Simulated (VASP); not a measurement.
# Y (P6_3/mmc) in VASP: a series of runs, part 2 of 2

VASP 6.6.1. Earlier steps stand in the parts before.

## 3. Relaxation of cell and atoms, PBEsol

This run uses another cell than the first one, of 33.01 Å³/atom, 1.066 times its volume.

Contents of INCAR:

```
SYSTEM = Y
  ALGO = Normal
  EDIFF = 1E-7
  EDIFFG = -0.03
  ENCUT = 500
  GGA = PS
  GGA_COMPAT = .False.
  IBRION = 2
  ISIF = 3
  ISMEAR = 1
  LASPH = .True.
  LCHARG = .False.
  LREAL = .False.
  LWAVE = .False.
  NELM = 120
  NELMIN = 4
  NSW = 60
  PREC = Accurate
  SIGMA = 0.05
```

Contents of KPOINTS:

```
k-points
0
Gamma
  6 6 3
  0 0 0
```

Contents of POSCAR:

```
Y
1.0
    3.6474000000      0.0000000000      0.0000000000
   -1.8237000000      3.1587410600      0.0000000000
    0.0000000000      0.0000000000      5.7306000000
Y
2
Direct
    0.3333333300      0.6666666700      0.2500000000
    0.6666666700      0.3333333300      0.7500000000
```

Potentials or basis: VASP PAW PBE potentials, release 64 (Y_sv).

On the command line:

```
cat potpaw_PBE.64/Y_sv/POTCAR > POTCAR
mpirun -np 1 vasp_std > vasp.out
```

OUTCAR:

```text
SYSTEM = Y
   EDIFF = 1E-7
   EDIFFG = -0.03
   ENCUT = 500
   GGA = PS
   IBRION = 2
   ISIF = 3
   ISMEAR = 1
   LASPH = .True.
   LREAL = .False.
   NELM = 120
   NELMIN = 4
   NSW = 60
   PREC = Accurate

 ion  position               nearest neighbor table
   1  0.333  0.667  0.250-   2 3.56   2 3.56   2 3.56   2 3.56   2 3.56   2 3.56
   2  0.667  0.333  0.750-   1 3.56   1 3.56   1 3.56   1 3.56   1 3.56   1 3.56

  LATTYP: Found a hexagonal cell.
 ALAT       =     3.6474000000
 C/A-ratio  =     1.5711465702

  Lattice vectors:

 A1 = (   3.6474000000,   0.0000000000,   0.0000000000)
 A2 = (  -1.8237000000,   3.1587410600,   0.0000000000)
 A3 = (   0.0000000000,   0.0000000000,   5.7306000000)

Analysis of symmetry for initial positions (statically):
=====================================================================
 Subroutine PRICEL returns:
 Original cell was already a primitive cell.

 Routine SETGRP: Setting up the symmetry group for a
 hexagonal supercell.

 Subroutine GETGRP returns: Found 24 space group operations
 (whereof 12 operations were pure point group operations)
 out of a pool of 24 trial point group operations.

The static configuration has the point symmetry D_3d.
 The point group associated with its full space group is D_6h.

Analysis of symmetry for dynamics (positions and initial velocities):
=====================================================================
 Subroutine PRICEL returns:
 Original cell was already a primitive cell.

 Routine SETGRP: Setting up the symmetry group for a
 hexagonal supercell.

 Subroutine GETGRP returns: Found 24 space group operations
 (whereof 12 operations were pure point group operations)
 out of a pool of 24 trial point group operations.

The dynamic configuration has the point symmetry D_3d.
 The point group associated with its full space group is D_6h.

 Subroutine INISYM returns: Found 24 space group operations
 (whereof 12 operations are pure point group operations),
 and found     1 'primitive' translations

----------------------------------------------------------------------------------------

                                     Primitive cell

  volume of cell :      66.0233

  direct lattice vectors                    reciprocal lattice vectors
     3.647400000  0.000000000  0.000000000     0.274167900  0.158290911  0.000000000
    -1.823700000  3.158741060  0.000000000     0.000000000  0.316581822  0.000000000
     0.000000000  0.000000000  5.730600000     0.000000000  0.000000000  0.174501797

  length of vectors
     3.647400000  3.647400002  5.730600000     0.316581822  0.316581822  0.174501797

  position of ions in fractional coordinates (direct lattice)
     0.333333330  0.666666670  0.250000000
     0.666666670  0.333333330  0.750000000

  ion indices of the primitive-cell ions
   primitive index   ion index
                 1           1
                 2           2

----------------------------------------------------------------------------------------

 KPOINTS: k-points

Automatic generation of k-mesh.
 Grid dimensions read from file:
 generate k-points for:    6    6    3

 Generating k-lattice:

  Cartesian coordinates                     Fractional coordinates (reciprocal lattice)
[... 38 lines left out ...]
   NGXF,Y,Z  is equivalent  to a cutoff of  25.52, 25.52, 24.37 a.u.
 SYSTEM =  Y
   PREC   = accura    normal or accurate (medium, high low for compatibility)
   ISTART =      0    job   : 0-new  1-cont  2-samecut
   ICHARG =      2    charge: 1-file 2-atom 10-const
   ISPIN  =      1    spin polarized calculation?
   LNONCOLLINEAR =      F non collinear calculations
   LSORBIT =      F    spin-orbit coupling
   LASPH  =      T    aspherical Exc in radial PAW
   ENCUT  =  500.0 eV  36.75 Ry    6.06 a.u.   6.65  6.65 10.45*2*pi/ulx,y,z
   NELM   =    120;   NELMIN=  4; NELMDL= -5     # of ELM steps
   EDIFF  = 0.1E-06   stopping-criterion for ELM
   LREAL  =      F    real-space projection
   EDIFFG = -.3E-01   stopping-criterion for IOM
   NSW    =     60    number of steps for IOM
   IBRION =      2    ionic relax: 0-MD 1-quasi-New 2-CG
   NFREE  =      1    steps in history (QN), initial steepest desc. (CG)
   ISIF   =      3    stress and relaxation
   ISYM   =      2    0-nonsym 1-usesym 2-fastsym
   POTIM  = 0.5000    time-step for ionic-motion
   TEBEG  =    0.0;   TEEND  =   0.0 temperature during run
   PSTRESS=    0.0 pullay stress
   NELECT =      22.0000    total number of electrons
   NUPDOWN=      -1.0000    fix difference up-down
   EMIN   =  10.00;   EMAX   =-10.00  energy-range for DOS
   EFERMI =   0.00;   METHOD = LEGACY
   ISMEAR =     1;   SIGMA  =   0.05  broadening in eV -4-tet -1-fermi 0-gaus
   EFERMI_NEDOS =   21; number of points for ismear=-14 and -15
   IALGO  =     38    algorithm
   IMIX   =      4    mixing-type and parameters
     AMIX     =   0.40;   BMIX     =  1.00
     AMIX_MAG =   1.60;   BMIX_MAG =  1.00
  volume/ion in A,a.u.               =      33.01       222.77
  Fermi-wavevector in a.u.,A,eV,Ry     =   1.134967  2.144777 17.526345  1.288150
  Thomas-Fermi vector in A             =   2.271671
   LORBIT       =      0    0 simple, 1 ext, 2 COOP (PROOUT), +10 PAW based schemes
   GGA     = PS    functional components
   LHFCALC =     F    Hartree Fock is set to
   AEXX    =    0.0000 exact exchange contribution
   IVDW    =     0    specifies the selected vdW correction
   LEPSILON=     F    determine dielectric tensor
   LRPA    =     F    only Hartree local field effects (RPA)
 conjugate gradient relaxation of ions
 non-spin polarized calculation
 Methfessel and Paxton  Order N= 1 SIGMA  =   0.05
  energy-cutoff  :      500.00
  volume of cell :       66.02
 maximum number of plane-waves:      1701
 NGX is ok and might be reduce to    28
   NGX = 13   NGY = 13   NGZ = 21

--------------------------------------- Ionic step        1  -------------------------------------------

 number of electron      21.9999999 magnetization

 Free energy of the ion-electron system (eV)
  ---------------------------------------------------
  ext. energy  EPLUGINS =         0.00000000
  ---------------------------------------------------
  free energy    TOTEN  =       -13.63058668 eV

  energy without entropy =      -13.63015577  energy(sigma->0) =      -13.63044305

------------------------ aborting loop because EDIFF is reached ----------------------------------------

  FORCE on cell =-STRESS in cart. coord.  units (eV):
  Direction    XX          YY          ZZ          XY          YZ          ZX
  --------------------------------------------------------------------------------------
  -------------------------------------------------------------------------------------
  Total       -0.9995214     -0.9995214     -1.2340611      0.0000000      0.0000000     -0.0000000
  in kB      -24.2552170    -24.2552170    -29.9467532      0.0000000      0.0000000     -0.0000000
  external PRESSURE =     -26.1523958 kB  Pullay stress =       0.0000000 kB
[... 23 lines left out ...]
--------------------------------------- Ionic step        2  -------------------------------------------

 number of electron      22.0000000 magnetization

 E-fermi :   3.2381     XC(G=0):  -9.8243

 val. band max:        3.0843276264   @ k =   0.1667   0.1667   0.3333
 cond. band min:       3.2464160221   @ k =   0.5000   0.0000   0.3333
 fundamental gap:      0.1620883957
 Fermi energy:         3.2380811581

 k-point     1 :       0.0000    0.0000    0.0000
  band No.  band energies     occupation
      1     -39.1576      2.00000
      2     -39.0539      2.00000
      3     -19.5618      2.00000
      4     -18.9461      2.00000
      5     -18.9461      2.00000
      6     -18.8304      2.00000
      7     -18.8304      2.00000
      8     -18.7864      2.00000
      9      -1.5655      2.00000
     10       1.2743      2.00000
     11       4.4211      0.00000
     12       5.0495      0.00000
     13       5.0495      0.00000
     14       5.4197      0.00000
[... 304 lines left out ...]
--------------------------------------- Ionic step        4  -------------------------------------------

 number of electron      22.0000001 magnetization

 Free energy of the ion-electron system (eV)
  ---------------------------------------------------
  ext. energy  EPLUGINS =         0.00000000
  ---------------------------------------------------
  free energy    TOTEN  =       -13.66820882 eV

  energy without entropy =      -13.66737778  energy(sigma->0) =      -13.66793181

 E-fermi :   3.1723     XC(G=0):  -9.7757

 val. band max:        3.0342949484   @ k =   0.1667   0.1667   0.3333
 cond. band min:       3.1790276428   @ k =   0.5000   0.0000   0.3333
 fundamental gap:      0.1447326944
 Fermi energy:         3.1722781430

 k-point     1 :       0.0000    0.0000    0.0000
  band No.  band energies     occupation
      1     -39.2465      2.00000
      2     -39.1484      2.00000
      3     -19.6315      2.00000
      4     -19.0414      2.00000
      5     -19.0414      2.00000
      6     -18.9302      2.00000
      7     -18.9302      2.00000
      8     -18.8870      2.00000
      9      -1.6090      2.00000
     10       1.2318      2.00000
     11       4.3112      0.00000
     12       4.9800      0.00000
     13       4.9800      0.00000
     14       5.3373      0.00000
[... 262 lines left out ...]
  FREE ENERGIE OF THE ION-ELECTRON SYSTEM (eV)
  ---------------------------------------------------
  free  energy   TOTEN  =       -13.6682088241 eV

  energy  without entropy=      -13.6673777847  energy(sigma->0) =      -13.66793181

 reached required accuracy - stopping structural energy minimisation
```

OSZICAR:

```text
N       E                     dE             d eps       ncg     rms          rms(c)
DAV:   1     0.829312183152E+02    0.82931E+02   -0.11354E+04   420   0.135E+03
DAV:   2    -0.703118939438E+01   -0.89962E+02   -0.89190E+02   546   0.283E+02
DAV:   3    -0.139721262473E+02   -0.69409E+01   -0.68732E+01   803   0.462E+01
[... 44 lines left out ...]
DAV:   5    -0.136682093213E+02   -0.92925E-05   -0.36981E-05   746   0.253E-02    0.886E-03
DAV:   6    -0.136682091491E+02    0.17217E-06   -0.10577E-06   483   0.591E-03    0.522E-03
DAV:   7    -0.136682088969E+02    0.25219E-06   -0.31322E-07   344   0.535E-03    0.152E-03
DAV:   8    -0.136682087937E+02    0.10321E-06   -0.30090E-08   231   0.169E-03    0.924E-04
DAV:   9    -0.136682088241E+02   -0.30436E-07   -0.13229E-08   231   0.671E-04
   4 F= -.13668209E+02 E0= -.13667932E+02  d E =-.376221E-01
```

CONTCAR:

```text
Y
   1.00000000000000
     3.5727845469327355    0.0000000000000000   -0.0000000000000000
    -1.7863922734663678    3.0941221819915974    0.0000000000000000
    -0.0000000000000000    0.0000000000000000    5.5858595025942872
  Y
     2
Direct
     0.3333333300000021    0.6666666699999979    0.2500000000000000
     0.6666666699999979    0.3333333300000021    0.7500000000000000

  0.00000000E+00  0.00000000E+00  0.00000000E+00
  0.00000000E+00  0.00000000E+00  0.00000000E+00
```

Wall time 2.5 min (1 thread of Intel Xeon 8259CL, shared host); peak memory 0.19 GiB.

What came out:

```yaml
Free_energy: -13.6682 eV
Relaxed_volume: 30.87 Å³/atom
Relaxed_cell: a = 3.573 Å, b = 3.573 Å, c = 5.586 Å, α = 90.00°, β = 90.00°, γ = 120.00°
Space_group_after_relaxing_to_0.05_Å: P6_3/mmc (No. 194)
Energy_gained_by_relaxing: 18.8 meV/atom
Ionic_steps: 4
Pressure_after_relaxing: 0.0 GPa
Band_gap_on_the_k_mesh: zero (band 11 reaches 4.31 eV, above the bottom of band 12 at 2.75 eV)
```

Step by step:
```tsv
step	energy change (eV)	largest force (eV/Å)	pressure (GPa)	volume (Å³)
1	0.0000	0.0000	-2.62	66.02
2	-0.0366	0.0000	0.46	61.01
3	-0.0376	0.0000	0.03	61.66
4	-0.0376	0.0000	-0.02	61.75
```

Final structure:
```
Y
1.0
     3.57278    0.00000    0.00000
    -1.78639    3.09412    0.00000
     0.00000    0.00000    5.58586
Y
2
Direct
  0.33333 0.66667 0.25000
  0.66667 0.33333 0.75000
```

Levels at points of the mesh, in eV from the Fermi level:
| k point | band 9 | band 10 | band 11 | band 12 | band 13 | band 14 |
| --- | --- | --- | --- | --- | --- | --- |
| (0.00, 0.00, 0.00) | -4.78 | -1.94 | 1.14 | 1.81 | 1.81 | 2.17 |
| (0.50, 0.00, 0.00) | -1.69 | -1.29 | -0.89 | 0.02 | 1.50 | 1.53 |

Caveat: the k points lie up to 0.37 Å⁻¹ apart in the final cell; the PAW data sets were made with another functional, which shifts forces and pressure a little.
